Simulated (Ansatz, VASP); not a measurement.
PtS2: VASP beside Ansatz

```
Pt S
1.0
     3.54320    0.00000    0.00000
    -1.77160    3.06850    0.00000
     0.00000    0.00000    5.03880
Pt S
1 2
Direct
  0.00000 0.00000 0.00000
  0.33333 0.66667 0.22700
  0.66667 0.33333 0.77300
```

Alike in both runs: task relaxation of cell and atoms; functional r2SCAN; dispersion D4; k mesh 9 × 9 × 6; occupations fermi-dirac, width 0.05 eV; no spin polarisation.

|  | VASP | Ansatz |
| --- | --- | --- |
| version | VASP 6.6.1 | Ansatz 0.2.0 |
| potentials or method | VASP PAW PBE potentials, release 64 (Pt, S), cutoff 600 eV | plane waves, PAW |
| valence electrons in the cell | 22 | 30 |

Ansatz gave:

| Item | Value |
| --- | --- |
| relaxed volume (Å³/atom) | 18.93 |
| relaxed length of the cell vector where the two differ most in proportion (Å) | 5.200 |

**Question.** What did VASP give for the same quantities?

**Answer.** Relaxed volume (Å³/atom): 18.91; relaxed length of the cell vector where the two differ most in proportion (Å): 5.191.

VASP's potentials were made for PBE, not for r2SCAN. VASP's potentials hold 22 valence electrons a cell and Ansatz's 30, so a difference there can come from the potentials and not from the codes.

Neither program's run includes spin-orbit coupling.
